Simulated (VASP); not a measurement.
# Si3N4 in VASP: notebook

Runs on Si3N4. Level: PBE. Tasks: relaxation of the atoms.

Everything below comes from runs of VASP 6.6.1. Logs are shortened: lines on timing, memory, paths and dates and some standing lists are left out, and cuts for length are marked.

## (1) The cell of the first run

The typed cell holds 14 atoms: a = 7.695 Å, b = 7.695 Å, c = 2.940 Å, α = 90.00°, β = 90.00°, γ = 120.00°.

## (2) Relaxation of the atoms, PBE (10.77 Å³/atom)

The input, INCAR:

```
PREC = Accurate
ENCUT = 520
EDIFF = 1E-6
ISMEAR = -1
SIGMA = 0.02
LREAL = False
LASPH = True
NELM = 60
ALGO = Normal
ISIF = 2
LWAVE = False
LCHARG = False
GGA = PE
IBRION = 2
NSW = 80
EDIFFG = -0.02
KPAR = 4
```

The input, KPOINTS:

```
regular mesh
0
Gamma
  4 4 10
```

The input, POSCAR:

```
Si3N4
1.0
    7.6949456720      0.0000000000      0.0000000000
   -3.8474728360      6.6640184327      0.0000000000
    0.0000000000      0.0000000000      2.9404925377
Si N
6 8
Direct
    0.7673199105      0.1735618873      0.3256358181
    0.5937580233      0.7673199105      0.8256358181
    0.8264381127      0.5937580233      0.3256358181
    0.2326800895      0.8264381127      0.8256358181
    0.4062419767      0.2326800895      0.3256358181
    0.1735618873      0.4062419767      0.8256358181
    0.0293608823      0.3297475823      0.3256531517
    0.6996133000      0.0293608823      0.8256531517
    0.6702524177      0.6996133000      0.3256531517
    0.9706391177      0.6702524177      0.8256531517
    0.3003867000      0.9706391177      0.3256531517
    0.3297475823      0.3003867000      0.8256531517
    0.3333333333      0.6666666667     -0.1744669093
    0.6666666667      0.3333333333      0.3255330907
```

Potentials or basis: VASP PAW PBE potentials, release 64 (Si, N).

Started as:

```
> cat potpaw_PBE.64/Si/POTCAR potpaw_PBE.64/N/POTCAR > POTCAR
> mpirun -np 4 vasp_std > vasp.out
```

OUTCAR:

```text
PREC = Accurate
   ENCUT = 520
   EDIFF = 1E-6
   ISMEAR = -1
   LREAL = False
   LASPH = True
   NELM = 60
   ISIF = 2
   GGA = PE
   IBRION = 2
   NSW = 80
   EDIFFG = -0.02

 ion  position               nearest neighbor table
   1  0.767  0.174  0.326-  14 1.75   8 1.76   8 1.76   7 1.76   5 3.03   3 3.03   6 3.09   6 3.09
                             2 3.09   2 3.09
   2  0.594  0.767  0.826-  13 1.75   9 1.76   9 1.76   8 1.76   4 3.03   6 3.03   3 3.09   3 3.09
                             1 3.09   1 3.09
   3  0.826  0.594  0.326-  14 1.75  10 1.76  10 1.76   9 1.76   5 3.03   1 3.03   2 3.09   2 3.09
                             4 3.09   4 3.09
   4  0.233  0.826  0.826-  13 1.75  11 1.76  11 1.76  10 1.76   2 3.03   6 3.03   3 3.09   3 3.09
                             5 3.09   5 3.09
   5  0.406  0.233  0.326-  14 1.75  12 1.76  12 1.76  11 1.76   1 3.03   3 3.03   6 3.09   6 3.09
                             4 3.09   4 3.09
   6  0.174  0.406  0.826-  13 1.75   7 1.76   7 1.76  12 1.76   2 3.03   4 3.03   5 3.09   5 3.09
                             1 3.09   1 3.09
   7  0.029  0.330  0.326-   6 1.76   6 1.76   1 1.76
   8  0.700  0.029  0.826-   1 1.76   1 1.76   2 1.76
   9  0.670  0.700  0.326-   2 1.76   2 1.76   3 1.76
  10  0.971  0.670  0.826-   3 1.76   3 1.76   4 1.76
  11  0.300  0.971  0.326-   4 1.76   4 1.76   5 1.76
  12  0.330  0.300  0.826-   5 1.76   5 1.76   6 1.76
  13  0.333  0.667  0.826-   4 1.75   6 1.75   2 1.75
  14  0.667  0.333  0.326-   1 1.75   3 1.75   5 1.75

  LATTYP: Found a hexagonal cell.
 ALAT       =     7.6949456720
 C/A-ratio  =     0.3821329822

  Lattice vectors:

 A1 = (   7.6949456720,   0.0000000000,   0.0000000000)
 A2 = (  -3.8474728360,   6.6640184327,   0.0000000000)
 A3 = (   0.0000000000,   0.0000000000,   2.9404925377)

Analysis of symmetry for initial positions (statically):
=====================================================================
 Subroutine PRICEL returns:
 Original cell was already a primitive cell.

 Routine SETGRP: Setting up the symmetry group for a
 hexagonal supercell.

 Subroutine GETGRP returns: Found  6 space group operations
 (whereof  3 operations were pure point group operations)
 out of a pool of 24 trial point group operations.

The static configuration has the point symmetry C_3 .
 The point group associated with its full space group is C_6 .

Analysis of symmetry for dynamics (positions and initial velocities):
=====================================================================
 Subroutine PRICEL returns:
 Original cell was already a primitive cell.

 Routine SETGRP: Setting up the symmetry group for a
 hexagonal supercell.

 Subroutine GETGRP returns: Found  6 space group operations
 (whereof  3 operations were pure point group operations)
 out of a pool of 24 trial point group operations.

The dynamic configuration has the point symmetry C_3 .
 The point group associated with its full space group is C_6 .

 Subroutine INISYM returns: Found  6 space group operations
 (whereof  3 operations are pure point group operations),
 and found     1 'primitive' translations

----------------------------------------------------------------------------------------

                                     Primitive cell

  volume of cell :     150.7863

  direct lattice vectors                    reciprocal lattice vectors
     7.694945672  0.000000000  0.000000000     0.129955433  0.075029804  0.000000000
    -3.847472836  6.664018433  0.000000000     0.000000000  0.150059609  0.000000000
     0.000000000  0.000000000  2.940492538     0.000000000  0.000000000  0.340079081

  length of vectors
     7.694945672  7.694945672  2.940492538     0.150059609  0.150059609  0.340079081

  position of ions in fractional coordinates (direct lattice)
     0.767319910  0.173561887  0.325635818
     0.593758023  0.767319910  0.825635818
     0.826438113  0.593758023  0.325635818
     0.232680090  0.826438113  0.825635818
     0.406241977  0.232680090  0.325635818
     0.173561887  0.406241977  0.825635818
     0.029360882  0.329747582  0.325653152
     0.699613300  0.029360882  0.825653152
     0.670252418  0.699613300  0.325653152
     0.970639118  0.670252418  0.825653152
     0.300386700  0.970639118  0.325653152
     0.329747582  0.300386700  0.825653152
     0.333333333  0.666666667  0.825533091
     0.666666667  0.333333333  0.325533091

  ion indices of the primitive-cell ions
   primitive index   ion index
                 1           1
                 2           2
                 3           3
                 4           4
                 5           5
                 6           6
                 7           7
                 8           8
                 9           9
                10          10
                11          11
                12          12
                13          13
                14          14

----------------------------------------------------------------------------------------

 KPOINTS: regular mesh

Automatic generation of k-mesh.
 Grid dimensions read from file:
 generate k-points for:    4    4   10

 Generating k-lattice:

  Cartesian coordinates                     Fractional coordinates (reciprocal lattice)
     0.032488858  0.018757451  0.000000000     0.250000000  0.000000000  0.000000000
     0.000000000  0.037514902  0.000000000     0.000000000  0.250000000  0.000000000
     0.000000000  0.000000000  0.034007908     0.000000000  0.000000000  0.100000000

  Length of vectors
     0.037514902  0.037514902  0.034007908

  Shift w.r.t. Gamma in fractional coordinates (k-lattice)
     0.000000000  0.000000000  0.000000000

 Subroutine IBZKPT returns following result:
 ===========================================

 Found     24 irreducible k-points:

 Following reciprocal coordinates:
            Coordinates               Weight
  0.000000  0.000000  0.000000      1.000000
  0.250000 -0.000000  0.000000      6.000000
  0.500000 -0.000000  0.000000      3.000000
  0.250000  0.250000  0.000000      6.000000
  0.000000  0.000000  0.100000      2.000000
  0.250000 -0.000000  0.100000     12.000000
[... 16 lines left out ...]
  0.500000 -0.000000  0.500000      3.000000
  0.250000  0.250000  0.500000      6.000000
   k-points           NKPTS =     24   k-points in BZ     NKDIM =     24   number of bands    NBANDS=     40
   number of dos      NEDOS =    301   number of ions     NIONS =     14
   total plane-waves  NPLWV =  86400
   dimension x,y,z NGX =    60 NGY =   60 NGZ =   24
   dimension x,y,z NGXF=   120 NGYF=  120 NGZF=   48
   ions per type =               6   8
   NGX,Y,Z   is equivalent  to a cutoff of  12.96, 12.96, 13.57 a.u.
   NGXF,Y,Z  is equivalent  to a cutoff of  25.93, 25.93, 27.14 a.u.
 SYSTEM =  unknown system
   PREC   = accura    normal or accurate (medium, high low for compatibility)
   ISTART =      0    job   : 0-new  1-cont  2-samecut
   ICHARG =      2    charge: 1-file 2-atom 10-const
   ISPIN  =      1    spin polarized calculation?
   LNONCOLLINEAR =      F non collinear calculations
   LSORBIT =      F    spin-orbit coupling
   LASPH  =      T    aspherical Exc in radial PAW
   ENCUT  =  520.0 eV  38.22 Ry    6.18 a.u.  14.31 14.31  5.47*2*pi/ulx,y,z
   NELM   =     60;   NELMIN=  2; NELMDL= -5     # of ELM steps
   EDIFF  = 0.1E-05   stopping-criterion for ELM
   LREAL  =      F    real-space projection
   EDIFFG = -.2E-01   stopping-criterion for IOM
   NSW    =     80    number of steps for IOM
   IBRION =      2    ionic relax: 0-MD 1-quasi-New 2-CG
   NFREE  =      1    steps in history (QN), initial steepest desc. (CG)
   ISIF   =      2    stress and relaxation
   ISYM   =      2    0-nonsym 1-usesym 2-fastsym
   POTIM  = 0.5000    time-step for ionic-motion
   TEBEG  =    0.0;   TEEND  =   0.0 temperature during run
   PSTRESS=    0.0 pullay stress
   NELECT =      64.0000    total number of electrons
   NUPDOWN=      -1.0000    fix difference up-down
   EMIN   =  10.00;   EMAX   =-10.00  energy-range for DOS
   EFERMI =   0.00;   METHOD = LEGACY
   ISMEAR =    -1;   SIGMA  =   0.02  broadening in eV -4-tet -1-fermi 0-gaus
   EFERMI_NEDOS =   21; number of points for ismear=-14 and -15
   IALGO  =     38    algorithm
   IMIX   =      4    mixing-type and parameters
     AMIX     =   0.40;   BMIX     =  1.00
     AMIX_MAG =   1.60;   BMIX_MAG =  1.00
  volume/ion in A,a.u.               =      10.77        72.68
  Fermi-wavevector in a.u.,A,eV,Ry     =   1.230309  2.324947 20.594599  1.513660
  Thomas-Fermi vector in A             =   2.365163
   LORBIT       =      0    0 simple, 1 ext, 2 COOP (PROOUT), +10 PAW based schemes
   GGA     = PE    functional components
   LHFCALC =     F    Hartree Fock is set to
   AEXX    =    0.0000 exact exchange contribution
   IVDW    =     0    specifies the selected vdW correction
   LEPSILON=     F    determine dielectric tensor
   LRPA    =     F    only Hartree local field effects (RPA)
 conjugate gradient relaxation of ions
 non-spin polarized calculation
  energy-cutoff  :      520.00
  volume of cell :      150.79
 maximum number of plane-waves:      4097
 NGX is ok and might be reduce to    60
   NGX = 29   NGY = 29   NGZ = 11

--------------------------------------- Ionic step        1  -------------------------------------------

 number of electron      64.0000003 magnetization

 Free energy of the ion-electron system (eV)
  ---------------------------------------------------
  ext. energy  EPLUGINS =         0.00000000
  ---------------------------------------------------
  free energy    TOTEN  =      -114.51886526 eV

  energy without entropy =     -114.51886526  energy(sigma->0) =     -114.51886526

------------------------ aborting loop because EDIFF is reached ----------------------------------------

  FORCE on cell =-STRESS in cart. coord.  units (eV):
  Direction    XX          YY          ZZ          XY          YZ          ZX
  --------------------------------------------------------------------------------------
  -------------------------------------------------------------------------------------
  Total       -3.0783617     -3.0783617     -3.7237909     -0.0000000      0.0000000      0.0000000
  in kB      -32.7090855    -32.7090855    -39.5670840     -0.0000004      0.0000000      0.0000000
  external PRESSURE =     -34.9950850 kB  Pullay stress =       0.0000000 kB
[... 225 lines left out ...]
  energy  without entropy=     -114.5240168747  energy(sigma->0) =     -114.52401687

--------------------------------------- Ionic step        6  -------------------------------------------

 number of electron      64.0000000 magnetization

 Free energy of the ion-electron system (eV)
  ---------------------------------------------------
  ext. energy  EPLUGINS =         0.00000000
  ---------------------------------------------------
  free energy    TOTEN  =      -114.52413299 eV

  energy without entropy =     -114.52413299  energy(sigma->0) =     -114.52413299

 E-fermi :   6.7966     XC(G=0): -10.6512

 val. band max:        6.4028498355   @ k =   0.0000   0.0000   0.2000
 cond. band min:      10.5895364005   @ k =   0.0000   0.0000   0.0000
 fundamental gap:      4.1866865650
 Fermi energy:         6.7966128455

 k-point     1 :       0.0000    0.0000    0.0000
  band No.  band energies     occupation
      1     -11.5657      2.00000
      2     -10.1740      2.00000
      3     -10.1740      2.00000
      4      -9.5401      2.00000
      5      -9.4046      2.00000
      6      -9.4046      2.00000
[... 1062 lines left out ...]
  FREE ENERGIE OF THE ION-ELECTRON SYSTEM (eV)
  ---------------------------------------------------
  free  energy   TOTEN  =      -114.5241329898 eV

  energy  without entropy=     -114.5241329898  energy(sigma->0) =     -114.52413299

 reached required accuracy - stopping structural energy minimisation
```

Wall time 2 min (4 MPI ranks of Intel Xeon Platinum 8259CL at 2.50GHz (Skylake/Cascade Lake), shared host); peak memory 0.34 GiB.

Results:

| Quantity | Value |
| --- | --- |
| Free energy | -114.5241 eV |
| Energy gained by relaxing | 0.4 meV/atom |
| Ionic steps | 6 |
| Pressure after relaxing | -3.3 GPa |
| Largest force after relaxing | 0.020 eV/Å |
| Band gap on the k mesh | 4.19 eV (least direct gap 4.38 eV) |

Forces in eV/Å, atoms in the order of the input:
```
Si  -0.017  0.010  0.002
Si  -0.017 -0.009  0.002
Si  -0.001 -0.019  0.002
Si   0.017 -0.010  0.002
Si   0.017  0.009  0.002
Si   0.001  0.019  0.002
N    0.013  0.010 -0.001
N   -0.002  0.017 -0.001
N   -0.015  0.007 -0.001
N   -0.013 -0.010 -0.001
N    0.002 -0.017 -0.001
N    0.015 -0.007 -0.001
N    0.000  0.000 -0.001
N    0.000  0.000 -0.001
```

Stress tensor (GPa, compression positive):
```
-3.09  0.00  0.00
 0.00 -3.09  0.00
 0.00  0.00 -3.61
```

The path:
```csv
step,energy change (eV),largest force (eV/Å),pressure (GPa)
1,0.0000,0.0592,-3.50
2,-0.0016,0.0550,-3.45
3,-0.0038,0.0954,-3.33
4,-0.0048,0.0455,-3.31
5,-0.0052,0.0267,-3.28
6,-0.0053,0.0195,-3.27
```

Final structure:
```cif
data_structure
_symmetry_space_group_name_H-M 'P 1'
_symmetry_Int_Tables_number 1
_cell_length_a 7.6949
_cell_length_b 7.6949
_cell_length_c 2.9405
_cell_angle_alpha 90.000
_cell_angle_beta 90.000
_cell_angle_gamma 120.000
_cell_volume 150.79
loop_
_atom_site_label
_atom_site_type_symbol
_atom_site_fract_x
_atom_site_fract_y
_atom_site_fract_z
_atom_site_occupancy
Si1 Si 0.76943 0.17538 0.32561 1
Si2 Si 0.59405 0.76943 0.82561 1
Si3 Si 0.82462 0.59405 0.32561 1
Si4 Si 0.23057 0.82462 0.82561 1
Si5 Si 0.40595 0.23057 0.32561 1
Si6 Si 0.17538 0.40595 0.82561 1
N1 N 0.03126 0.32997 0.32563 1
N2 N 0.70129 0.03126 0.82563 1
N3 N 0.67004 0.70129 0.32563 1
N4 N 0.96874 0.67004 0.82563 1
N5 N 0.29871 0.96874 0.32563 1
N6 N 0.32997 0.29871 0.82563 1
N7 N 0.33333 0.66667 0.82569 1
N8 N 0.66667 0.33333 0.32569 1
```

A k mesh can miss the band edges.

(Continued in part 2 of 2.)
